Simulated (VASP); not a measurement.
# Sb (Pm-3m) in VASP: electric field gradients with LDA

Aim: the electric field gradients of Sb with LDA.

All numbers are computed with VASP 6.6.1; they aren't measurements. Logs are shortened: lines on timing, memory, paths and dates and some standing lists are left out, and cuts for length are marked.

### 1 The cell of the first run

The structure is cubic, space group Pm-3m (No. 221). The conventional cell has a = 3.042 Å, b = 3.042 Å, c = 3.042 Å, α = 90.00°, β = 90.00°, γ = 90.00°. Within 4.0 Å of Sb (site symmetry m-3m) lie 6 Sb at 3.04 Å.

This isn't the form of Sb at room conditions, which is rhombohedral.

### 2 Electric field gradients, LDA (28.14 Å³/atom)

INCAR reads:

```
PREC = Accurate
ENCUT = 400
EDIFF = 1E-8
ISMEAR = -1
SIGMA = 0.05
LREAL = F
LASPH = T
NELM = 120
ALGO = Normal
ISIF = 2
LWAVE = F
LCHARG = F
LEFG = T
NBANDS = 8
GGA_COMPAT = F
```

KPOINTS reads:

```
regular mesh
0
Gamma
  12 12 12
```

POSCAR reads:

```
Sb
1.0
    3.0416716961      0.0000000000      0.0000000000
    0.0000000000      3.0416716961      0.0000000000
    0.0000000000      0.0000000000      3.0416716961
Sb
1
Direct
    0.0000000000      0.0000000000      0.0000000000
```

Potentials or basis: VASP PAW LDA potentials, release 64 (Sb).

The run is started by

```
cat potpaw_LDA.64/Sb/POTCAR > POTCAR
mpirun -np 1 vasp_std > vasp.out
```

OUTCAR:

```text
PREC = Accurate
   ENCUT = 400
   EDIFF = 1E-8
   ISMEAR = -1
   LREAL = F
   LASPH = T
   NELM = 120
   ISIF = 2

 ion  position               nearest neighbor table
   1  0.000  0.000  0.000-

  LATTYP: Found a simple cubic cell.
 ALAT       =     3.0416716961

  Lattice vectors:

 A1 = (   3.0416716961,   0.0000000000,   0.0000000000)
 A2 = (   0.0000000000,   3.0416716961,   0.0000000000)
 A3 = (   0.0000000000,   0.0000000000,   3.0416716961)

Analysis of symmetry for initial positions (statically):
=====================================================================
 Subroutine PRICEL returns:
 Original cell was already a primitive cell.

 Routine SETGRP: Setting up the symmetry group for a
 simple cubic supercell.

 Subroutine GETGRP returns: Found 48 space group operations
 (whereof 48 operations were pure point group operations)
 out of a pool of 48 trial point group operations.

The static configuration has the point symmetry O_h .

Analysis of symmetry for dynamics (positions and initial velocities):
=====================================================================
 Subroutine PRICEL returns:
 Original cell was already a primitive cell.

 Routine SETGRP: Setting up the symmetry group for a
 simple cubic supercell.

 Subroutine GETGRP returns: Found 48 space group operations
 (whereof 48 operations were pure point group operations)
 out of a pool of 48 trial point group operations.

The dynamic configuration has the point symmetry O_h .

 Subroutine INISYM returns: Found 48 space group operations
 (whereof 48 operations are pure point group operations),
 and found     1 'primitive' translations

----------------------------------------------------------------------------------------

                                     Primitive cell

  volume of cell :      28.1408

  direct lattice vectors                    reciprocal lattice vectors
     3.041671696  0.000000000  0.000000000     0.328766580  0.000000000  0.000000000
     0.000000000  3.041671696  0.000000000     0.000000000  0.328766580  0.000000000
     0.000000000  0.000000000  3.041671696     0.000000000  0.000000000  0.328766580

  length of vectors
     3.041671696  3.041671696  3.041671696     0.328766580  0.328766580  0.328766580

  position of ions in fractional coordinates (direct lattice)
     0.000000000  0.000000000  0.000000000

  ion indices of the primitive-cell ions
   primitive index   ion index
                 1           1

----------------------------------------------------------------------------------------

 KPOINTS: regular mesh

Automatic generation of k-mesh.
 Grid dimensions read from file:
 generate k-points for:   12   12   12

 Generating k-lattice:

  Cartesian coordinates                     Fractional coordinates (reciprocal lattice)
     0.027397215  0.000000000  0.000000000     0.083333333  0.000000000  0.000000000
     0.000000000  0.027397215  0.000000000     0.000000000  0.083333333  0.000000000
     0.000000000  0.000000000  0.027397215     0.000000000  0.000000000  0.083333333

  Length of vectors
     0.027397215  0.027397215  0.027397215

  Shift w.r.t. Gamma in fractional coordinates (k-lattice)
     0.000000000  0.000000000  0.000000000

 Subroutine IBZKPT returns following result:
 ===========================================

 Found     84 irreducible k-points:

 Following reciprocal coordinates:
            Coordinates               Weight
  0.000000  0.000000  0.000000      1.000000
  0.083333  0.000000  0.000000      6.000000
  0.166667  0.000000  0.000000      6.000000
  0.250000  0.000000  0.000000      6.000000
  0.333333  0.000000  0.000000      6.000000
  0.416667  0.000000  0.000000      6.000000
[... 16 lines left out ...]
  0.333333  0.333333  0.000000     12.000000
  0.416667  0.333333  0.000000     24.000000
 [... further k-points ...]
   k-points           NKPTS =     84   k-points in BZ     NKDIM =     84   number of bands    NBANDS=      8
   number of dos      NEDOS =    301   number of ions     NIONS =      1
   total plane-waves  NPLWV =   8000
   dimension x,y,z NGX =    20 NGY =   20 NGZ =   20
   dimension x,y,z NGXF=    40 NGYF=   40 NGZF=   40
   ions per type =               1
   NGX,Y,Z   is equivalent  to a cutoff of  10.93, 10.93, 10.93 a.u.
   NGXF,Y,Z  is equivalent  to a cutoff of  21.86, 21.86, 21.86 a.u.
 SYSTEM =  unknown system
   PREC   = accura    normal or accurate (medium, high low for compatibility)
   ISTART =      0    job   : 0-new  1-cont  2-samecut
   ICHARG =      2    charge: 1-file 2-atom 10-const
   ISPIN  =      1    spin polarized calculation?
   LNONCOLLINEAR =      F non collinear calculations
   LSORBIT =      F    spin-orbit coupling
   LASPH  =      T    aspherical Exc in radial PAW
   ENCUT  =  400.0 eV  29.40 Ry    5.42 a.u.   4.96  4.96  4.96*2*pi/ulx,y,z
   NELM   =    120;   NELMIN=  2; NELMDL= -5     # of ELM steps
   EDIFF  = 0.1E-07   stopping-criterion for ELM
   LREAL  =      F    real-space projection
   EDIFFG = 0.1E-06   stopping-criterion for IOM
   NSW    =      0    number of steps for IOM
   IBRION =     -1    ionic relax: 0-MD 1-quasi-New 2-CG
   NFREE  =      0    steps in history (QN), initial steepest desc. (CG)
   ISIF   =      2    stress and relaxation
   ISYM   =      2    0-nonsym 1-usesym 2-fastsym
   POTIM  = 0.5000    time-step for ionic-motion
   TEBEG  =    0.0;   TEEND  =   0.0 temperature during run
   PSTRESS=    0.0 pullay stress
   NELECT =       5.0000    total number of electrons
   NUPDOWN=      -1.0000    fix difference up-down
   EMIN   =  10.00;   EMAX   =-10.00  energy-range for DOS
   EFERMI =   0.00;   METHOD = LEGACY
   ISMEAR =    -1;   SIGMA  =   0.05  broadening in eV -4-tet -1-fermi 0-gaus
   EFERMI_NEDOS =   21; number of points for ismear=-14 and -15
   IALGO  =     38    algorithm
   IMIX   =      4    mixing-type and parameters
     AMIX     =   0.40;   BMIX     =  1.00
     AMIX_MAG =   1.60;   BMIX_MAG =  1.00
  volume/ion in A,a.u.               =      28.14       189.90
  Fermi-wavevector in a.u.,A,eV,Ry     =   0.920349  1.739207 11.524707  0.847042
  Thomas-Fermi vector in A             =   2.045644
   LORBIT       =      0    0 simple, 1 ext, 2 COOP (PROOUT), +10 PAW based schemes
   GGA     = CA    functional components
   LHFCALC =     F    Hartree Fock is set to
   AEXX    =    0.0000 exact exchange contribution
   IVDW    =     0    specifies the selected vdW correction
   LEPSILON=     F    determine dielectric tensor
   LRPA    =     F    only Hartree local field effects (RPA)
 non-spin polarized calculation
  energy-cutoff  :      400.00
  volume of cell :       28.14
 maximum number of plane-waves:       536
 NGX is ok and might be reduce to    20
   NGX =  9   NGY =  9   NGZ =  9

 number of electron       5.0000000 magnetization

 Free energy of the ion-electron system (eV)
  ---------------------------------------------------
  ext. energy  EPLUGINS =         0.00000000
  ---------------------------------------------------
  free energy    TOTEN  =        -4.77946725 eV

  energy without entropy =       -4.77336645  energy(sigma->0) =       -4.77641685

 E-fermi :   7.8518     XC(G=0): -10.0470

 val. band max:        7.8279409167   @ k =   0.4167   0.2500   0.0833
 cond. band min:       7.8542679099   @ k =   0.4167   0.3333   0.3333
 fundamental gap:      0.0263269932
 Fermi energy:         7.8518069033

 k-point     1 :       0.0000    0.0000    0.0000
  band No.  band energies     occupation
      1      -5.1093      2.00000
      2      11.1310      0.00000
      3      11.1310      0.00000
      4      11.1310      0.00000
      5      14.7058      0.00000
      6      14.7058      0.00000
      7      16.3139      0.00000
      8      24.5411      0.00000

 k-point     2 :       0.0833    0.0000    0.0000
  band No.  band energies     occupation
      1      -5.0027      2.00000
      2       9.8559      0.00000
      3      11.2375      0.00000
      4      11.2375      0.00000
      5      14.7851      0.00000
      6      15.4388      0.00000
      7      17.0542      0.00000
      8      23.9680      0.00000

 k-point     3 :       0.1667    0.0000    0.0000
  band No.  band energies     occupation
      1      -4.6863      2.00000
      2       7.7229      1.85879
      3      11.5461      0.00000
      4      11.5461      0.00000
      5      15.0210      0.00000
      6      15.9662      0.00000
      7      19.2225      0.00000
      8      22.8085      0.00000

 k-point     4 :       0.2500    0.0000    0.0000
  band No.  band energies     occupation
      1      -4.1747      2.00000
      2       5.6296      2.00000
      3      12.0210      0.00000
      4      12.0210      0.00000
      5      15.4063      0.00000
      6      16.4587      0.00000
      7      21.5364      0.00000
      8      21.5371      0.00000

 k-point     5 :       0.3333    0.0000    0.0000
  band No.  band energies     occupation
      1      -3.5107      2.00000
      2       3.7835      2.00000
      3      12.5860      0.00000
      4      12.5860      0.00000
      5      15.9173      0.00000
      6      17.0941      0.00000
      7      20.3564      0.00000
      8      20.3564      0.00000
[... 177 lines left out ...]
 k-point    22 :       0.5000    0.2500    0.0000
  band No.  band energies     occupation
      1      -1.5293      2.00000
      2       2.6521      2.00000
      3       7.9924      0.11340
      4      12.8638      0.00000
      5      14.2304      0.00000
      6      18.5979      0.00000
      7      19.7585      0.00000
      8      19.7739      0.00000

 k-point    23 :       0.3333    0.3333    0.0000
  band No.  band energies     occupation
      1      -1.8950      2.00000
      2       5.0152      2.00000
      3       5.5320      2.00000
      4      12.9046      0.00000
      5      14.0693      0.00000
      6      17.9575      0.00000
      7      21.3675      0.00000
      8      21.3867      0.00000

 k-point    24 :       0.4167    0.3333    0.0000
  band No.  band energies     occupation
      1      -1.1904      2.00000
      2       3.8123      2.00000
      3       5.8617      2.00000
      4      11.7526      0.00000
      5      14.5884      0.00000
      6      18.6714      0.00000
      7      20.5372      0.00000
      8      21.0495      0.00000

 [... further k-points ...]

------------------------ aborting loop because EDIFF is reached ----------------------------------------

  FORCE on cell =-STRESS in cart. coord.  units (eV):
  Direction    XX          YY          ZZ          XY          YZ          ZX
  --------------------------------------------------------------------------------------
  -------------------------------------------------------------------------------------
  Total        0.0324926      0.0324926      0.0324926     -0.0000000     -0.0000000      0.0000000
  in kB        1.8499404      1.8499404      1.8499404     -0.0000000     -0.0000000      0.0000000
  external PRESSURE =       1.8499404 kB  Pullay stress =       0.0000000 kB

 VOLUME and BASIS-vectors are now :
 -----------------------------------------------------------------------------
  energy-cutoff  :      400.00
  volume of cell :       28.14
      direct lattice vectors                 reciprocal lattice vectors
     3.041671696  0.000000000  0.000000000     0.328766580  0.000000000  0.000000000
     0.000000000  3.041671696  0.000000000     0.000000000  0.328766580  0.000000000
     0.000000000  0.000000000  3.041671696     0.000000000  0.000000000  0.328766580

 POSITION                                       TOTAL-FORCE (eV/Angst)
 -----------------------------------------------------------------------------------
      0.00000      0.00000      0.00000         0.000000      0.000000      0.000000
 -----------------------------------------------------------------------------------
    total drift:                                0.000000      0.000000      0.000000

  FREE ENERGIE OF THE ION-ELECTRON SYSTEM (eV)
  ---------------------------------------------------
  free  energy   TOTEN  =        -4.7794672506 eV

  energy  without entropy=       -4.7733664542  energy(sigma->0) =       -4.77641685

 Electric field gradients (V/A^2)
---------------------------------------------------------------------
 ion       V_xx      V_yy      V_zz      V_xy      V_xz      V_yz
---------------------------------------------------------------------
   1      -0.000    -0.000     0.000     0.000     0.000    -0.000
---------------------------------------------------------------------

 Electric field gradients after diagonalization (V/A^2)
 (convention: |V_zz| > |V_xx| > |V_yy|)
----------------------------------------------------------------------
 ion       V_xx      V_yy      V_zz     asymmetry (V_yy - V_xx)/ V_zz
----------------------------------------------------------------------
   1      -0.000    -0.000     0.000       0.120
----------------------------------------------------------------------

           NMR quadrupolar parameters

 Cq : quadrupolar parameter    Cq=e*Q*V_zz/h
 eta: asymmetry parameters     (V_yy - V_xx)/ V_zz
 Q  : nuclear electric quadrupole moment in mb (millibarn)
----------------------------------------------------------------------
 ion       Cq(MHz)       eta       Q (mb)
----------------------------------------------------------------------
   1       0.000       0.120       1.000
----------------------------------------------------------------------
```

Wall time 6.6 s (1 thread of AMD EPYC 7R43 (Zen 3), shared host); peak memory 0.09 GiB.

Results:

| Property | Result |
| --- | --- |
| Free energy | -4.7795 eV |
| Pressure | 0.2 GPa |
| Band gap on the k mesh | zero (an odd number of electrons rules out a gap without spin polarisation) |
| Largest electric field gradient by atom | zero within the noise of the run |

Caveat: spin-orbit coupling is left out, which moves the levels of the heavy elements.
